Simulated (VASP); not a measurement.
Here is a VASP 6.6.1 calculation.

File INCAR:

```
SYSTEM = B
PREC = Accurate ; ENCUT = 520
EDIFF = 1E-7 ; ISMEAR = 0
SIGMA = 0.1 ; LREAL = .False.
LASPH = .True. ; NELM = 100
ALGO = Normal ; ISIF = 2
LWAVE = .False. ; LCHARG = .False.
GGA = PE ; NBANDS = 22
```

KPOINTS

```
regular mesh
0
Gamma
  6 6 6
  0 0 0
```

Contents of POSCAR:

```
B
1.0
    0.0000000000      4.7026739300      2.3945332600
    3.1559253400      0.0000000000      2.3945332600
    3.1559253400      4.7026739300      0.0000000000
B
8
Direct
    0.9483071400      0.4371224200      0.9588506300
    0.4371224200      0.9483071400      0.6557198100
    0.2911493700      0.5942801900      0.3016928600
    0.5942801900      0.2911493700      0.8128775800
    0.8696188100      0.5648152200      0.7063989800
    0.5648152200      0.8696188100      0.8591669900
    0.5436010200      0.3908330100      0.3803811900
    0.3908330100      0.5436010200      0.6851847800
```

Potentials or basis: VASP PAW PBE potentials, release 64 (B).

Run with:

```bash
$ cat potpaw_PBE.64/B/POTCAR > POTCAR
$ mpirun -np 1 vasp_std > vasp.out
```

Task: Predict the largest force.

Result: 1.856 eV/Å.

Task: What does it give for the pressure?

Result: 35.7 GPa.

Task: Predict the band gap on the k mesh.

Result: Zero (band 12 reaches 3.88 eV, above the bottom of band 13 at 2.44 eV).

Forces on the atoms (eV/Å):
```
B    0.557  1.489  0.470
B   -0.557 -1.489  0.470
B    0.557 -1.489  0.470
B   -0.557  1.489  0.470
B   -1.550 -0.906 -0.470
B    1.550  0.906 -0.470
B   -1.550  0.906 -0.470
B    1.550 -0.906 -0.470
```

Caveat: forces of over 1 eV/Å act on the atoms, so gaps and moduli don't describe the material at rest.
